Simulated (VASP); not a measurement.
# AlN (P6_3mc) in VASP: a series of runs, part 2 of 2

VASP 6.6.1. Earlier steps stand in the parts before.

## (3) Single point, PBE

This run uses another cell than the first one, of 10.46 Å³/atom, 1.025 times its volume.

File INCAR:

```
ALGO     = Normal         # electronic algorithm
EDIFF    = 1E-6           # SCF threshold, eV
ENCUT    = 520            # plane-wave cutoff, eV
GGA      = PE             # functional
ISIF     = 2              # what is computed and relaxed
ISMEAR   = 0              # smearing method
LASPH    = T              # aspherical terms in the spheres
LCHARG   = F              # write CHGCAR
LREAL    = F              # projectors in reciprocal space
LWAVE    = F              # write WAVECAR
NBANDS   = 16             # bands
NELM     = 80             # most SCF steps
PREC     = Accurate       # precision mode
SIGMA    = 0.05           # smearing width, eV
```

File KPOINTS:

```
k-points
0
Gamma
  9 9 6
```

File POSCAR:

```
AlN
1.0
    3.3688144457      0.0000000000      0.0000000000
   -1.6844072228      2.9174788906      0.0000000000
    0.0000000000      0.0000000000      4.2575229987
Al N
2 2
Direct
    0.3333333333      0.6666666667      0.7729095315
    0.6666666667      0.3333333333      0.2729095315
    0.3333333333      0.6666666667      0.2058696077
    0.6666666667      0.3333333333      0.7058696077
```

Potentials or basis: VASP PAW PBE potentials, release 64 (Al, N).

Launch:

```
$ cat potpaw_PBE.64/Al/POTCAR potpaw_PBE.64/N/POTCAR > POTCAR
$ mpirun -np 1 vasp_std > vasp.out
```

OUTCAR:

```text
EDIFF = 1E-6
   ENCUT = 520
   GGA = PE
   ISIF = 2
   ISMEAR = 0
   LASPH = T
   LREAL = F
   NELM = 80
   PREC = Accurate

 ion  position               nearest neighbor table
   1  0.333  0.667  0.773-   3 1.84   4 1.97   4 1.97   4 1.97   3 2.41   2 2.88   2 2.88   2 2.88
                             2 2.88   2 2.88   2 2.88
   2  0.667  0.333  0.273-   4 1.84   3 1.97   3 1.97   3 1.97   4 2.41   1 2.88   1 2.88   1 2.88
                             1 2.88   1 2.88   1 2.88
   3  0.333  0.667  0.206-   1 1.84   2 1.97   2 1.97   2 1.97   1 2.41
   4  0.667  0.333  0.706-   2 1.84   1 1.97   1 1.97   1 1.97   2 2.41

  LATTYP: Found a hexagonal cell.
 ALAT       =     3.3688144457
 C/A-ratio  =     1.2638045423

  Lattice vectors:

 A1 = (   3.3688144457,   0.0000000000,   0.0000000000)
 A2 = (  -1.6844072228,   2.9174788906,   0.0000000000)
 A3 = (   0.0000000000,   0.0000000000,   4.2575229987)

Analysis of symmetry for initial positions (statically):
=====================================================================
 Subroutine PRICEL returns:
 Original cell was already a primitive cell.

 Routine SETGRP: Setting up the symmetry group for a
 hexagonal supercell.

 Subroutine GETGRP returns: Found 12 space group operations
 (whereof  6 operations were pure point group operations)
 out of a pool of 24 trial point group operations.

The static configuration has the point symmetry C_3v.
 The point group associated with its full space group is C_6v.

Analysis of symmetry for dynamics (positions and initial velocities):
=====================================================================
 Subroutine PRICEL returns:
 Original cell was already a primitive cell.

 Routine SETGRP: Setting up the symmetry group for a
 hexagonal supercell.

[... 122 lines left out ...]
   EMIN   =  10.00;   EMAX   =-10.00  energy-range for DOS
   EFERMI =   0.00;   METHOD = LEGACY
   ISMEAR =     0;   SIGMA  =   0.05  broadening in eV -4-tet -1-fermi 0-gaus
   EFERMI_NEDOS =   21; number of points for ismear=-14 and -15
   IALGO  =     38    algorithm
   IMIX   =      4    mixing-type and parameters
     AMIX     =   0.40;   BMIX     =  1.00
     AMIX_MAG =   1.60;   BMIX_MAG =  1.00
  volume/ion in A,a.u.               =      10.46        70.60
  Fermi-wavevector in a.u.,A,eV,Ry     =   1.188231  2.245431 19.209970  1.411893
  Thomas-Fermi vector in A             =   2.324365
   LORBIT       =      0    0 simple, 1 ext, 2 COOP (PROOUT), +10 PAW based schemes
   GGA     = PE    functional components
   LHFCALC =     F    Hartree Fock is set to
   AEXX    =    0.0000 exact exchange contribution
   IVDW    =     0    specifies the selected vdW correction
   LEPSILON=     F    determine dielectric tensor
   LRPA    =     F    only Hartree local field effects (RPA)
 non-spin polarized calculation
 Gauss-broadening in eV      SIGMA  =   0.05
  energy-cutoff  :      520.00
  volume of cell :       41.84
 maximum number of plane-waves:      1144
 NGX is ok and might be reduce to    28
   NGX = 13   NGY = 13   NGZ = 15

 number of electron      15.9999999 magnetization

 Free energy of the ion-electron system (eV)
  ---------------------------------------------------
  ext. energy  EPLUGINS =         0.00000000
  ---------------------------------------------------
  free energy    TOTEN  =       -29.07930064 eV

  energy without entropy =      -29.07930064  energy(sigma->0) =      -29.07930064

 E-fermi :   7.1900     XC(G=0): -10.9132

 val. band max:        6.9824582021   @ k =   0.0000   0.0000   0.0000
 cond. band min:      10.2056371621   @ k =   0.0000   0.0000   0.0000
 fundamental gap:      3.2231789600
 Fermi energy:         7.1900027956

 k-point     1 :       0.0000    0.0000    0.0000
  band No.  band energies     occupation
      1      -9.0552      2.00000
      2      -5.7678      2.00000
      3       0.8737      2.00000
      4       4.2895      2.00000
      5       4.2895      2.00000
      6       5.8698      2.00000
[... 433 lines left out ...]
      3       1.1850      2.00000
      4       1.9510      2.00000
      5       1.9510      2.00000
      6       4.4960      2.00000
[... 8 lines left out ...]
     15      18.6181      0.00000
     16      20.0032      0.00000

 [... further k-points ...]
[... 5 lines left out ...]
  --------------------------------------------------------------------------------------
  -------------------------------------------------------------------------------------
  Total       -3.5457167     -3.5457167      4.8485346     -0.0000000      0.0000000      0.0000000
  in kB     -135.7603035   -135.7603035    185.6432929     -0.0000000      0.0000000      0.0000000
  external PRESSURE =     -28.6257714 kB  Pullay stress =       0.0000000 kB

 VOLUME and BASIS-vectors are now :
 -----------------------------------------------------------------------------
  energy-cutoff  :      520.00
  volume of cell :       41.84
      direct lattice vectors                 reciprocal lattice vectors
     3.368814446  0.000000000  0.000000000     0.296840332  0.171380846  0.000000000
    -1.684407223  2.917478891  0.000000000     0.000000000  0.342761692  0.000000000
     0.000000000  0.000000000  4.257522999     0.000000000  0.000000000  0.234878355

 POSITION                                       TOTAL-FORCE (eV/Angst)
 -----------------------------------------------------------------------------------
     -0.00000      1.94499      3.29068        -0.000000      0.000000     -1.154940
      1.68441      0.97249      1.16192         0.000000     -0.000000     -1.154940
     -0.00000      1.94499      0.87649        -0.000000      0.000000      1.154940
      1.68441      0.97249      3.00526        -0.000000     -0.000000      1.154940
 -----------------------------------------------------------------------------------
    total drift:                               -0.000000      0.000000      0.001239

  FREE ENERGIE OF THE ION-ELECTRON SYSTEM (eV)
  ---------------------------------------------------
  free  energy   TOTEN  =       -29.0793006380 eV

  energy  without entropy=      -29.0793006380  energy(sigma->0) =      -29.07930064
```

OSZICAR:

```text
N       E                     dE             d eps       ncg     rms          rms(c)
DAV:   1     0.429174388963E+02    0.42917E+02   -0.72076E+03  1544   0.892E+02
DAV:   2    -0.301667310960E+02   -0.73084E+02   -0.66901E+02  2240   0.188E+02
DAV:   3    -0.337258862702E+02   -0.35592E+01   -0.35459E+01  1920   0.423E+01
DAV:   4    -0.337484538862E+02   -0.22568E-01   -0.22566E-01  1856   0.382E+00
DAV:   5    -0.337487664809E+02   -0.31259E-03   -0.31259E-03  1920   0.452E-01    0.118E+01
DAV:   6    -0.291013865335E+02    0.46474E+01   -0.98129E+00  1944   0.231E+01    0.395E+00
DAV:   7    -0.291036573265E+02   -0.22708E-02   -0.69672E-01  1704   0.585E+00    0.287E+00
DAV:   8    -0.290871036697E+02    0.16554E-01   -0.10104E-01  1712   0.270E+00    0.825E-01
DAV:   9    -0.290787536009E+02    0.83501E-02   -0.18841E-02  1984   0.108E+00    0.281E-01
DAV:  10    -0.290793432979E+02   -0.58970E-03   -0.31561E-03  1688   0.371E-01    0.123E-01
DAV:  11    -0.290792914481E+02    0.51850E-04   -0.26315E-04  1760   0.133E-01    0.234E-02
DAV:  12    -0.290793013846E+02   -0.99365E-05   -0.18383E-05  1720   0.342E-02    0.118E-02
DAV:  13    -0.290793006380E+02    0.74657E-06   -0.42279E-06  1888   0.164E-02
   1 F= -.29079301E+02 E0= -.29079301E+02  d E =-.190944E-11
```

stdout:

```text
POSCAR found type information on POSCAR AlN
 POSCAR found :  2 types and       4 ions
 scaLAPACK will be used
 LDA part: xc-table for (Slater+PW92), standard interpolation
 POSCAR, INCAR and KPOINTS ok, starting setup
 FFT: planning ... GRIDC
 FFT: planning ... GRID_SOFT
 FFT: planning ... GRID
 WAVECAR not read
 entering main loop
```

Wall time 45 s (1 thread of AMD EPYC 7R43 (Zen 3), shared host); peak memory 0.13 GiB.

Results:

| Item | Value |
| --- | --- |
| Free energy | -29.0793 eV |
| Pressure | -2.9 GPa |
| Largest force | 1.155 eV/Å |
| Band gap on the k mesh | 3.22 eV, direct |

Forces on the atoms (eV/Å):
```
Al   0.000  0.000 -1.155
Al   0.000  0.000 -1.155
N    0.000  0.000  1.155
N    0.000  0.000  1.155
```

Levels at points of the mesh, in eV from the valence-band top:
```csv
k point,band 4,band 5,band 6,band 7,band 8,band 9,band 10,band 11,band 12,band 13
"(0.00, 0.00, 0.00)",-2.69,-2.69,-1.11,-1.11,0.00,3.22,4.26,8.40,8.40,11.36
"(0.00, 0.00, 0.50)",-3.36,-1.94,-1.94,-1.94,-1.94,5.41,5.41,8.61,8.61,8.61
```

Caveat: forces of over 1 eV/Å act on the atoms, so gaps and moduli don't describe the material at rest.

## (4) Single point, PBE

This run uses another cell than the first one, of 10.46 Å³/atom, 1.025 times its volume.

File INCAR:

```
SYSTEM = AlN
PREC = Accurate
ENCUT = 520
EDIFF = 1E-6
ISMEAR = 0
SIGMA = 0.05
LREAL = .False.
LASPH = .True.
NELM = 60
ALGO = Normal
ISIF = 2
LWAVE = .False.
LCHARG = .False.
GGA = PE
NBANDS = 16
```

File KPOINTS:

```
Automatic mesh
0
Gamma
  9 9 6
  0 0 0
```

File POSCAR:

```
AlN
1.0
    3.3688144457      0.0000000000      0.0000000000
   -1.6844072228      2.9174788906      0.0000000000
    0.0000000000      0.0000000000      4.2575229987
Al N
2 2
Direct
    0.3333333333      0.6666666667      0.7881825525
    0.6666666667      0.3333333333      0.2881825525
    0.3333333333      0.6666666667      0.1764493462
    0.6666666667      0.3333333333      0.6764493462
```

Launch:

```
$ cat potpaw_PBE.64/Al/POTCAR potpaw_PBE.64/N/POTCAR > POTCAR
$ mpirun -np 1 vasp_std > vasp.out
```

Run time: 48 s. Hardware: 1 thread of AMD EPYC 7R43 (Zen 3), shared host; peak memory 0.13 GiB.

Results (log left out):

```
Free energy            : -27.9607 eV
Pressure               : 13.7 GPa
Largest force          : 5.542 eV/Å
Band gap on the k mesh : 3.69 eV, direct
```

Forces in eV/Å, atoms in the order of the input:
```
Al   0.000  0.000 -5.542
Al   0.000  0.000 -5.542
N    0.000  0.000  5.542
N    0.000  0.000  5.542
```

Stress tensor (GPa, compression positive):
```
-18.25   0.00   0.00
  0.00 -18.25   0.00
  0.00   0.00  77.48
```

Levels at points of the mesh, in eV from the valence-band top:
| k point | band 5 | band 6 | band 7 | band 8 | band 9 | band 10 | band 11 | band 12 |
| --- | --- | --- | --- | --- | --- | --- | --- | --- |
| (0.00, 0.00, 0.00) | -2.11 | -0.60 | -0.60 | 0.00 | 3.69 | 4.64 | 9.00 | 9.00 |
| (0.00, 0.00, 0.50) | -1.39 | -1.39 | -1.39 | -1.39 | 5.58 | 5.58 | 9.22 | 9.22 |

Caveat: forces of over 1 eV/Å act on the atoms, so gaps and moduli don't describe the material at rest. A k mesh can miss the band edges.

## (5) Single point, PBE

This run uses another cell than the first one, of 10.46 Å³/atom, 1.025 times its volume.

File INCAR:

```
PREC = Accurate
ENCUT = 520
EDIFF = 1E-6
ISMEAR = 0
SIGMA = 0.05
LREAL = F
LASPH = T
NELM = 60
ALGO = Normal
ISIF = 2
LWAVE = F
LCHARG = F
GGA = PE
NBANDS = 16
```

File KPOINTS:

```
Automatic mesh
0
Gamma
  9 9 6
```

File POSCAR:

```
AlN
1.0
    3.3688144457      0.0000000000      0.0000000000
   -1.6844072228      2.9174788906      0.0000000000
    0.0000000000      0.0000000000      4.2575229987
Al N
2 2
Direct
    0.3333333333      0.6666666667      0.7805460420
    0.6666666667      0.3333333333      0.2805460420
    0.3333333333      0.6666666667      0.1911594770
    0.6666666667      0.3333333333      0.6911594770
```

Launch:

```
$ cat potpaw_PBE.64/Al/POTCAR potpaw_PBE.64/N/POTCAR > POTCAR
$ mpirun -np 1 vasp_std > vasp.out
```

Wall time 40 s (1 thread of AMD EPYC 7R43 (Zen 3), shared host); peak memory 0.13 GiB.

Results (log left out):

* Free energy: -28.7248 eV
* Pressure: 3.6 GPa
* Largest force: 2.737 eV/Å
* Band gap on the k mesh: 3.44 eV, direct

Forces on the atoms (eV/Å):
```
Al   0.000  0.000 -2.737
Al   0.000  0.000 -2.737
N    0.000  0.000  2.737
N    0.000  0.000  2.737
```

Stress tensor (GPa, compression positive):
```
-15.82   0.00   0.00
  0.00 -15.82   0.00
  0.00   0.00  42.37
```

Levels at points of the mesh, in eV from the valence-band top:
```tsv
k point	band 6	band 7	band 8	band 9	band 10	band 11
(0.00, 0.00, 0.00)	-0.86	-0.86	0.00	3.44	4.44	8.68
(0.00, 0.00, 0.50)	-1.67	-1.67	-1.67	5.49	5.49	8.90
```

Caveat: forces of over 1 eV/Å act on the atoms, so gaps and moduli don't describe the material at rest.
